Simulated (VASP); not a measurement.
# Cd (Fm-3m) in VASP: further runs, part 2 of 3

VASP 6.6.1.

## Step 3: Single point, LDA

This run uses another cell than the first one, of 15.55 Å³/atom.

The input, INCAR:

```
  ALGO = Normal
  EDIFF = 1E-6
  ENCUT = 520
  GGA = CA
  ISIF = 2
  ISMEAR = -1
  LASPH = T
  LCHARG = F
  LREAL = F
  LWAVE = F
  NBANDS = 12
  NELM = 60
  PREC = Accurate
  SIGMA = 0.08
```

The input, KPOINTS:

```
k-points
0
Gamma
  17 17 17
```

The input, POSCAR:

```
Cd
1.0
    0.0000000000      1.9808710675      1.9808710675
    1.9808710675      0.0000000000      1.9808710675
    1.9808710675      1.9808710675      0.0000000000
Cd
1
Direct
    0.0000000000      0.0000000000      0.0000000000
```

Potentials or basis: VASP PAW LDA potentials, release 64 (Cd).

The run is started by

```bash
> cat potpaw_LDA.64/Cd/POTCAR > POTCAR
> mpirun -np 1 vasp_std > vasp.out
```

OUTCAR:

```text
EDIFF = 1E-6
   ENCUT = 520
   GGA = CA
   ISIF = 2
   ISMEAR = -1
   LASPH = T
   LREAL = F
   NELM = 60
   PREC = Accurate

 ion  position               nearest neighbor table
   1  0.000  0.000  0.000-

  LATTYP: Found a face centered cubic cell.
 ALAT       =     3.9617421350

  Lattice vectors:

 A1 = (   0.0000000000,   1.9808710675,   1.9808710675)
 A2 = (   1.9808710675,   0.0000000000,   1.9808710675)
 A3 = (   1.9808710675,   1.9808710675,   0.0000000000)

Analysis of symmetry for initial positions (statically):
=====================================================================
 Subroutine PRICEL returns:
 Original cell was already a primitive cell.

 Routine SETGRP: Setting up the symmetry group for a
 face centered cubic supercell.

 Subroutine GETGRP returns: Found 48 space group operations
 (whereof 48 operations were pure point group operations)
 out of a pool of 48 trial point group operations.

The static configuration has the point symmetry O_h .

Analysis of symmetry for dynamics (positions and initial velocities):
=====================================================================
 Subroutine PRICEL returns:
 Original cell was already a primitive cell.

 Routine SETGRP: Setting up the symmetry group for a
 face centered cubic supercell.

 Subroutine GETGRP returns: Found 48 space group operations
 (whereof 48 operations were pure point group operations)
 out of a pool of 48 trial point group operations.

The dynamic configuration has the point symmetry O_h .

 Subroutine INISYM returns: Found 48 space group operations
 (whereof 48 operations are pure point group operations),
 and found     1 'primitive' translations

----------------------------------------------------------------------------------------

                                     Primitive cell

  volume of cell :      15.5453

  direct lattice vectors                    reciprocal lattice vectors
     0.000000000  1.980871068  1.980871068    -0.252414207  0.252414207  0.252414207
     1.980871068  0.000000000  1.980871068     0.252414207 -0.252414207  0.252414207
     1.980871068  1.980871068  0.000000000     0.252414207  0.252414207 -0.252414207

  length of vectors
     2.801374729  2.801374729  2.801374729     0.437194231  0.437194231  0.437194231

  position of ions in fractional coordinates (direct lattice)
     0.000000000  0.000000000  0.000000000

  ion indices of the primitive-cell ions
   primitive index   ion index
                 1           1

----------------------------------------------------------------------------------------

 KPOINTS: k-points

Automatic generation of k-mesh.
 Grid dimensions read from file:
 generate k-points for:   17   17   17

 Generating k-lattice:

  Cartesian coordinates                     Fractional coordinates (reciprocal lattice)
    -0.014847895  0.014847895  0.014847895     0.058823529  0.000000000  0.000000000
     0.014847895 -0.014847895  0.014847895     0.000000000  0.058823529  0.000000000
     0.014847895  0.014847895 -0.014847895     0.000000000  0.000000000  0.058823529

  Length of vectors
     0.025717308  0.025717308  0.025717308

  Shift w.r.t. Gamma in fractional coordinates (k-lattice)
     0.000000000  0.000000000  0.000000000

 Subroutine IBZKPT returns following result:
 ===========================================

 Found    165 irreducible k-points:

 Following reciprocal coordinates:
            Coordinates               Weight
  0.000000  0.000000  0.000000      1.000000
  0.058824  0.000000  0.000000      8.000000
  0.117647  0.000000  0.000000      8.000000
  0.176471  0.000000  0.000000      8.000000
  0.235294  0.000000  0.000000      8.000000
  0.294118  0.000000  0.000000      8.000000
[... 16 lines left out ...]
 -0.176471  0.058824  0.000000     24.000000
 -0.117647  0.058824  0.000000     24.000000
 [... further k-points ...]
   k-points           NKPTS =    165   k-points in BZ     NKDIM =    165   number of bands    NBANDS=     12
   number of dos      NEDOS =    301   number of ions     NIONS =      1
   total plane-waves  NPLWV =  13824
   dimension x,y,z NGX =    24 NGY =   24 NGZ =   24
   dimension x,y,z NGXF=    48 NGYF=   48 NGZF=   48
   ions per type =               1
   NGX,Y,Z   is equivalent  to a cutoff of  14.24, 14.24, 14.24 a.u.
   NGXF,Y,Z  is equivalent  to a cutoff of  28.49, 28.49, 28.49 a.u.
 SYSTEM =  unknown system
   PREC   = accura    normal or accurate (medium, high low for compatibility)
   ISTART =      0    job   : 0-new  1-cont  2-samecut
   ICHARG =      2    charge: 1-file 2-atom 10-const
   ISPIN  =      1    spin polarized calculation?
   LNONCOLLINEAR =      F non collinear calculations
   LSORBIT =      F    spin-orbit coupling
   LASPH  =      T    aspherical Exc in radial PAW
   ENCUT  =  520.0 eV  38.22 Ry    6.18 a.u.   5.21  5.21  5.21*2*pi/ulx,y,z
   NELM   =     60;   NELMIN=  2; NELMDL= -5     # of ELM steps
   EDIFF  = 0.1E-05   stopping-criterion for ELM
   LREAL  =      F    real-space projection
   EDIFFG = 0.1E-04   stopping-criterion for IOM
   NSW    =      0    number of steps for IOM
   IBRION =     -1    ionic relax: 0-MD 1-quasi-New 2-CG
   NFREE  =      0    steps in history (QN), initial steepest desc. (CG)
   ISIF   =      2    stress and relaxation
   ISYM   =      2    0-nonsym 1-usesym 2-fastsym
   POTIM  = 0.5000    time-step for ionic-motion
   TEBEG  =    0.0;   TEEND  =   0.0 temperature during run
   PSTRESS=    0.0 pullay stress
   NELECT =      12.0000    total number of electrons
   NUPDOWN=      -1.0000    fix difference up-down
   EMIN   =  10.00;   EMAX   =-10.00  energy-range for DOS
   EFERMI =   0.00;   METHOD = LEGACY
   ISMEAR =    -1;   SIGMA  =   0.08  broadening in eV -4-tet -1-fermi 0-gaus
   EFERMI_NEDOS =   21; number of points for ismear=-14 and -15
   IALGO  =     38    algorithm
   IMIX   =      4    mixing-type and parameters
     AMIX     =   0.40;   BMIX     =  1.00
     AMIX_MAG =   1.60;   BMIX_MAG =  1.00
  volume/ion in A,a.u.               =      15.55       104.90
  Fermi-wavevector in a.u.,A,eV,Ry     =   1.501766  2.837927 30.685249  2.255302
  Thomas-Fermi vector in A             =   2.613094
   LORBIT       =      0    0 simple, 1 ext, 2 COOP (PROOUT), +10 PAW based schemes
   GGA     = CA    functional components
   LHFCALC =     F    Hartree Fock is set to
   AEXX    =    0.0000 exact exchange contribution
   IVDW    =     0    specifies the selected vdW correction
   LEPSILON=     F    determine dielectric tensor
   LRPA    =     F    only Hartree local field effects (RPA)
 non-spin polarized calculation
  energy-cutoff  :      520.00
  volume of cell :       15.55
 maximum number of plane-waves:       440
 NGX is ok and might be reduce to    24
   NGX = 11   NGY = 11   NGZ = 11

 number of electron      12.0000000 magnetization

 Free energy of the ion-electron system (eV)
  ---------------------------------------------------
  ext. energy  EPLUGINS =         0.00000000
  ---------------------------------------------------
  free energy    TOTEN  =        -1.10585834 eV

  energy without entropy =       -1.09888177  energy(sigma->0) =       -1.10237005

 E-fermi :   5.8994     XC(G=0): -13.2359

 val. band max:        5.8926825278   @ k =  -0.4118   0.1765   0.0000
 cond. band min:       5.9327499602   @ k =   0.4706   0.0588   0.0000
 fundamental gap:      0.0400674324
 Fermi energy:         5.8994342228

 k-point     1 :       0.0000    0.0000    0.0000
  band No.  band energies     occupation
      1      -6.1385      2.00000
      2      -4.7330      2.00000
      3      -4.7330      2.00000
      4      -4.7330      2.00000
      5      -3.7970      2.00000
      6      -3.7970      2.00000
      7      20.6437      0.00000
      8      23.8383      0.00000
      9      23.8383      0.00000
     10      23.8383      0.00000
     11      28.4883      0.00000
     12      28.4883      0.00000

 k-point     2 :       0.0588    0.0000    0.0000
  band No.  band energies     occupation
      1      -6.0253      2.00000
      2      -4.7502      2.00000
      3      -4.7044      2.00000
      4      -4.7044      2.00000
      5      -3.8062      2.00000
      6      -3.8062      2.00000
      7      20.5285      0.00000
      8      22.6644      0.00000
      9      23.7735      0.00000
     10      23.7735      0.00000
     11      28.2907      0.00000
     12      28.6030      0.00000
[... 316 lines left out ...]
 k-point    24 :      -0.1176    0.0588    0.0000
  band No.  band energies     occupation
      1      -5.5207      2.00000
      2      -4.8178      2.00000
      3      -4.5830      2.00000
      4      -4.5161      2.00000
      5      -3.9072      2.00000
      6      -3.7247      2.00000
      7      18.6504      0.00000
      8      20.4867      0.00000
      9      22.8778      0.00000
     10      24.7386      0.00000
     11      26.5824      0.00000
     12      28.5003      0.00000

 [... further k-points ...]
[... 5 lines left out ...]
  --------------------------------------------------------------------------------------
  -------------------------------------------------------------------------------------
  Total        3.6050884      3.6050884      3.6050884      0.0000000     -0.0000000      0.0000000
  in kB      371.5590791    371.5590791    371.5590791      0.0000000     -0.0000000      0.0000000
  external PRESSURE =     371.5590791 kB  Pullay stress =       0.0000000 kB

 VOLUME and BASIS-vectors are now :
 -----------------------------------------------------------------------------
  energy-cutoff  :      520.00
  volume of cell :       15.55
      direct lattice vectors                 reciprocal lattice vectors
     0.000000000  1.980871068  1.980871068    -0.252414207  0.252414207  0.252414207
     1.980871068  0.000000000  1.980871068     0.252414207 -0.252414207  0.252414207
     1.980871068  1.980871068  0.000000000     0.252414207  0.252414207 -0.252414207

 POSITION                                       TOTAL-FORCE (eV/Angst)
 -----------------------------------------------------------------------------------
      0.00000      0.00000      0.00000         0.000000      0.000000     -0.000000
 -----------------------------------------------------------------------------------
    total drift:                               -0.000000      0.000000      0.000000

  FREE ENERGIE OF THE ION-ELECTRON SYSTEM (eV)
  ---------------------------------------------------
  free  energy   TOTEN  =        -1.1058583362 eV

  energy  without entropy=       -1.0988817702  energy(sigma->0) =       -1.10237005
```

It took 15 s on 1 thread of AMD EPYC 9R45 (Zen 5), shared host; peak memory 0.12 GiB.

Results:

| Item | Value |
| --- | --- |
| Free energy | -1.1059 eV |
| Pressure | 37.2 GPa |
| Band gap on the k mesh | zero (bands 6 and 7 overlap by 1.93 eV) |

Caveat: the cell stands under pressure.

## Step 4: Single point, LDA

This run uses another cell than the first one, of 15.55 Å³/atom.

The input, INCAR:

```
PREC = Accurate
ENCUT = 520
EDIFF = 1E-6
ISMEAR = -1
SIGMA = 0.08
LREAL = False
LASPH = True
NELM = 60
ALGO = Normal
ISIF = 2
LWAVE = False
LCHARG = False
GGA = CA
NBANDS = 12
```

The input, KPOINTS:

```
regular mesh
0
Gamma
  17 17 17
```

The input, POSCAR:

```
Cd
1.0
    0.0000000000      1.9810525333      1.9810525333
    1.9810525333      0.0000000000      1.9810525333
    1.9810525333      1.9810525333      0.0000000000
Cd
1
Direct
    0.0000000000      0.0000000000      0.0000000000
```

The run is started by

```bash
> cat potpaw_LDA.64/Cd/POTCAR > POTCAR
> mpirun -np 1 vasp_std > vasp.out
```

Run time: 15 s. Hardware: 1 thread of AMD EPYC 9R45 (Zen 5), shared host; peak memory 0.12 GiB.

It converged, with:

| Quantity | Value |
| --- | --- |
| Free energy | -1.1068 eV |
| Pressure | 37.1 GPa |
| Band gap on the k mesh | zero (bands 6 and 7 overlap by 1.93 eV) |

Levels at points of the mesh, in eV from the Fermi level:
| k point | band 3 | band 4 | band 5 | band 6 | band 7 | band 8 | band 9 | band 10 |
| --- | --- | --- | --- | --- | --- | --- | --- | --- |
| (0.00, 0.00, 0.00) | -10.63 | -10.63 | -9.70 | -9.70 | 14.74 | 17.94 | 17.94 | 17.94 |

Caveat: the cell stands under pressure.

[end of part 2 of 3]
